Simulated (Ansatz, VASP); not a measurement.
# Mg3Sb2: VASP beside Ansatz

```
Mg Sb
1.0
     2.27963    3.94844    0.00000
    -2.27963    3.94844    0.00000
     0.00000    0.00000    7.20729
Mg Sb
3 2
Direct
  0.00000 0.00000 0.00000
  0.33330 0.33340 0.63000
  0.66670 0.66660 0.37000
  0.33330 0.33340 0.23500
  0.66670 0.66660 0.76500
```

Alike in both runs: task single point; functional PBE; k mesh 9 × 9 × 5; no spin polarisation.

```csv
,VASP,Ansatz
version,VASP 6.6.1,Ansatz 0.2.0
potentials or method,"VASP PAW PBE potentials, release 64 (Mg, Sb), cutoff 600 eV",PAW plane waves
occupations,"fermi-dirac, width 0.1 eV",fermi-dirac
valence electrons in the cell,16,60
```

Ansatz gave:

```
pressure (GPa)                     : 1.6
rms of the force components (eV/Å) : 0.204
```

Q: Estimate VASP's values.

A: Pressure (GPa): 1.7; rms of the force components (eV/Å): 0.210.

VASP's potentials hold 16 valence electrons a cell and Ansatz's 60, so a difference there can come from the potentials and not from the codes. Ansatz's warnings: structure snapped to symmetry.

Spin-orbit coupling is off throughout.
